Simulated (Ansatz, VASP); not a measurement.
Sn in VASP and in Ansatz

```
Sn
1.0
     0.00000    3.29676    3.29676
     3.29676    0.00000    3.29676
     3.29676    3.29676    0.00000
Sn
2
Direct
  0.75000 0.75000 0.75000
  0.50000 0.50000 0.50000
```

Change from the starting cell: volume scaled by 1.06.

Alike in both runs: task single point; functional LDA; k mesh 7 × 7 × 7; occupations fermi-dirac, width 0.05 eV; no spin polarisation.

|  | VASP | Ansatz |
| --- | --- | --- |
| version | VASP 6.6.1 | Ansatz 0.2.0 |
| potentials or method | VASP PAW LDA potentials, release 64 (Sn_d), cutoff 520 eV | all-electron LAPW, scalar-relativistic |

Ansatz gave:

```
gap on the k mesh at the Fermi level (eV) : none
pressure (GPa)                            : -2.1
```

Task: Which values does VASP return?

Result: gap on the k mesh at the Fermi level (eV): none; pressure (GPa): -2.2.

LDA's correlation is that of Perdew and Zunger in VASP and of Perdew and Wang (1992) in Ansatz. A gap of «none» marks a metal or a gap that the smearing closes. Ansatz ran all-electron here, and VASP with PAW potentials.
